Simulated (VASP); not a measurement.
Crystal: BN.

```
N B
1.0
     2.55723    0.00000    0.00000
    -1.27116    2.21891    0.00000
    -0.64303   -1.10946    3.08182
N B
1 1
Direct
  0.66851 0.33238 0.98500
  0.97964 0.98350 0.00181
```

This cell differs from its parent crystal: volume scaled by 1.06.

Base run:

```yaml
Program: VASP 6.6.1
Functional: PBEsol
Potentials_or_basis: VASP PAW PBE potentials, release 64 (N, B)
Cutoff: 520 eV
k_mesh: 13 × 13 × 9
Occupations: fermi-dirac, width 0.05 eV
Spin: no spin polarisation
```

Its results: band gap on the k mesh 2.73 eV, indirect (least direct gap 4.33 eV); pressure -12.3 GPa; largest force 2.400 eV/Å.

Task: The run is repeated on the same cell with these changes: functional from PBEsol to PBE0; k mesh from 13 × 13 × 9 to 6 × 6 × 4. What comes out?

Result: Band gap on the k mesh 4.95 eV, indirect (least direct gap 6.52 eV); pressure -15.0 GPa; largest force 2.471 eV/Å.

Several settings changed at once, so the effect can't be laid on one alone.

Caveats: some runs use coarse meshes; the PAW data sets were made with another functional, which shifts forces and pressure a little.

A k mesh can miss the band edges.
